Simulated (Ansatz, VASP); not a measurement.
**EuO: VASP beside Ansatz**

```
Eu O
1.0
     0.00000    2.57195    2.57195
     2.57195    0.00000    2.57195
     2.57195    2.57195    0.00000
Eu O
1 1
Direct
  0.50000 0.50000 0.50000
  0.00000 0.00000 0.00000
```

Alike in both runs: task single point; functional LDA; k mesh 10 × 10 × 10; occupations gaussian, width 0.05 eV; collinear spin; Hubbard terms Eu f U = 6.0 eV.

|  | VASP | Ansatz |
| --- | --- | --- |
| version | VASP 6.6.1 | Ansatz 0.2.0 |
| potentials or method | VASP PAW PBE potentials, release 64 (Eu, O), cutoff 600 eV | scalar-relativistic, plane waves, PAW |
| valence electrons in the cell | 23 | 23 |

```tsv
	VASP	Ansatz	Ansatz less VASP
pressure (GPa)	-7.1	-6.8	+0.33
net moment per atom (μB)	3.50	3.50	0.000
size of the moment on the site where the two differ most (μB)	0.08	0.07	-0.008
```

VASP's potentials were made for PBE, not for LDA. LDA's correlation is that of Perdew and Zunger in VASP and of Perdew and Wang (1992) in Ansatz. Site moments also hang on the region over which each program counts them. The programs project onto different local orbitals, so the same U acts differently, and such runs can settle in different states.

Neither program's run includes spin-orbit coupling.
